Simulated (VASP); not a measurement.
Crystal: MgS.

```
Mg S
1.0
    -0.04977    2.82357    2.82357
     2.82357   -0.04977    2.82357
     2.82357    2.82357   -0.04977
Mg S
1 1
Direct
  0.99836 0.99836 0.99836
  0.25164 0.25164 0.25164
```

This cell differs from its parent crystal: epitaxial 111 strain +1.5%.

Base run:

```yaml
Program: VASP 6.6.1
Functional: r2SCAN
Potentials_or_basis: VASP PAW PBE potentials, release 64 (Mg, S)
Cutoff: 520 eV
k_mesh: 8 × 8 × 8
Occupations: gaussian, width 0.01 eV
Spin: no spin polarisation
```

Its results: band gap on the k mesh 3.92 eV, direct; pressure -1.4 GPa; largest force 0.003 eV/Å.

Task: The run is repeated on the same cell with these changes: functional from r2SCAN to PBE; occupations from gaussian, width 0.01 eV to fermi-dirac, width 0.02 eV. What comes out?

Result: Band gap on the k mesh 3.26 eV, direct; pressure -0.1 GPa; largest force 0.004 eV/Å.

Caveats: the PAW data sets were made with another functional, which shifts forces and pressure a little (some runs).

A k mesh can miss the band edges.
